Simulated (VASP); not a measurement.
A run of VASP 6.6.1 is set up as follows.

File INCAR:

```
PREC = Accurate ; ENCUT = 600
EDIFF = 1E-7 ; ISMEAR = 0
SIGMA = 0.01 ; LREAL = F
LASPH = T ; NELM = 60
ALGO = Normal ; ISIF = 3
LWAVE = F ; LCHARG = F
GGA = PS ; IBRION = 2
NSW = 100 ; EDIFFG = -0.002
PSTRESS = 150.0
```

File KPOINTS:

```
Automatic mesh
0
Gamma
  12 12 12
```

Contents of POSCAR:

```
C
1.0
    1.7769037248      1.7769037248      0.0000000000
   -1.7769037248      1.7769037248      0.0000000000
    0.0000000000      1.7769037248      1.7769037248
C
2
Direct
    0.5000000000      0.5000000000      0.0000000000
    0.7500000000      0.2500000000      0.5000000000
```

Potentials or basis: VASP PAW PBE potentials, release 64 (C).

Launch:

```sh
$ cat potpaw_PBE.64/C/POTCAR > POTCAR
$ mpirun -np 1 vasp_std > vasp.out
```

(1) Estimate the band gap on the k mesh.

(2) Predict the relaxed volume.

(3) What does it give for the space group after relaxing (to 0.05 Å)?

(4) What does it give for the relaxed cell?

## Answers

(1) 4.13 eV, indirect (least direct gap 5.65 eV).

(2) 5.44 Å³/atom.

(3) Fd-3m (No. 227).

(4) a = 2.487 Å, b = 2.487 Å, c = 2.487 Å, α = 60.00°, β = 60.00°, γ = 90.00°.

Caveat: the cell is relaxed towards a set pressure, so the enthalpy falls and the energy may rise; the PAW data sets were made with another functional, which shifts forces and pressure a little.
